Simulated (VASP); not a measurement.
Set up this calculation in VASP 6.6.1, as the native input.

| Property | Result |
| --- | --- |
| Task | single point |
| Functional | PBE |
| Potentials or basis | VASP PAW PBE potentials, release 64 (Ba_sv, S) |
| Cutoff | 500 eV |
| k mesh | 6 × 6 × 6 |
| Occupations | gaussian, width 0.1 eV |
| Spin | no spin polarisation |
| Dipole correction | no |
| Further INCAR settings | ALGO = Normal; EDIFF = 1e-06; NBANDS = 15 |

The structure of BaS lies in POSCAR:

```
BaS
1.0
    0.0000000000      2.9146272918      2.9146272918
    2.9146272918      0.0000000000      2.9146272918
    2.9146272918      2.9146272918      0.0000000000
Ba S
1 1
Direct
    0.0000000000      0.0000000000      0.0000000000
    0.5000000000      0.5000000000      0.5000000000
```

This cell differs from its parent crystal: O replaced by S, lengths x 1.083, strained.

These files were run (other wordings do the same):

INCAR

```
SYSTEM = BaS
PREC = Accurate
ENCUT = 500
EDIFF = 1E-6
ISMEAR = 0
SIGMA = 0.1
LREAL = .False.
LASPH = .True.
NELM = 120
ALGO = Normal
ISIF = 2
LWAVE = .False.
LCHARG = .False.
GGA = PE
NBANDS = 15
GGA_COMPAT = .False.
```

KPOINTS

```
Automatic mesh
0
Gamma
  6 6 6
  0 0 0
```

Potentials or basis: VASP PAW PBE potentials, release 64 (Ba_sv, S).

Launch:

```bash
$ cat potpaw_PBE.64/Ba_sv/POTCAR potpaw_PBE.64/S/POTCAR > POTCAR
$ mpirun -np 1 vasp_std > vasp.out
```

It gave:

```json
{
 "Pressure": "25.2 GPa",
 "Band gap on the k mesh": "1.25 eV"
}
```

Caveat: the cell differs from its parent crystal (O replaced by S, lengths x 1.083, strained); the cell stands under pressure; spin-orbit coupling is left out, which moves the levels of the heavy elements.

Run time: 14 s on 1 thread of Intel(R) Xeon(R) Platinum 8259CL CPU @ 2.50GHz (Skylake/Cascade Lake), on a shared host, peak memory 0.17 GiB.
